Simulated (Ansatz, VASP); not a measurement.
## One calculation of InAs, two programs

The input INCAR:

```
SYSTEM = InAs
PREC     = Accurate       ! precision mode
ENCUT    = 520            ! plane-wave cutoff, eV
EDIFF    = 1E-6           ! SCF threshold, eV
ISMEAR   = -1             ! smearing method
SIGMA    = 0.02           ! smearing width, eV
LREAL    = .FALSE.        ! projectors in reciprocal space
LASPH    = .TRUE.         ! aspherical terms in the spheres
NELM     = 80             ! most SCF steps
ALGO     = Normal         ! electronic algorithm
ISIF     = 2              ! what is computed and relaxed
LWAVE    = .FALSE.        ! write WAVECAR
LCHARG   = .FALSE.        ! write CHGCAR
GGA      = PE             ! functional
NBANDS   = 16             ! bands
```

File KPOINTS:

```
regular mesh
0
G
  8 8 8
  0 0 0
```

File POSCAR:

```
InAs
1.0
    0.0000000000      3.1462281850      3.1462281850
    3.1462281850      0.0000000000      3.1462281850
    3.1462281850      3.1462281850      0.0000000000
In As
1 1
Direct
    0.0000000000      0.0000000000      0.0000000000
    0.2500000000      0.2500000000      0.2500000000
```

Input for Ansatz:

```yaml
crystal:
  lattice:
    - [0.0, 3.146228185, 3.146228185]
    - [3.146228185, 0.0, 3.146228185]
    - [3.146228185, 3.146228185, 0.0]
  atoms:
    - { symbol: In, position: [0.0, 0.0, 0.0] }
    - { symbol: As, position: [0.25, 0.25, 0.25] }
kpoints:
  mp_grid: { grid: [8, 8, 8] }
  band_path:
    path:
      - [0.0, 0.0, 0.0]
      - [-0.5, -0.5, 0.0]
      - [-0.375, -0.375, 0.25]
      - [-0.375, 0.0, 0.375]
      - [0.0, 0.0, 0.5]
      - [-0.5, -0.25, 0.25]
    npoints: 1
hamiltonian:
  xc: pbe
scf:
  occupations: { method: fermi_dirac, width: 0.02 }
  n_extra_bands: 4
output:
  forces: true
  stress: true
  eigenvalues: true
```

Change from the starting cell: hydrostatic strain +3.0%.

Alike in both runs: task single point; functional PBE; k mesh 8 × 8 × 8; occupations fermi-dirac, width 0.02 eV; no spin polarisation.

```csv
,VASP,Ansatz
version,VASP 6.6.1,Ansatz 0.2.0
potentials or method,"VASP PAW PBE potentials, release 64 (In_d, As)","plane waves, PAW"
plane-wave cutoff (eV),520,420
valence electrons in the cell,18,28
```

|  | VASP | Ansatz | Ansatz less VASP |
| --- | --- | --- | --- |
| pressure (GPa) | -2.2 | -2.2 | -0.03 |

VASP's potentials hold 18 valence electrons a cell and Ansatz's 28, so a difference there can come from the potentials and not from the codes.
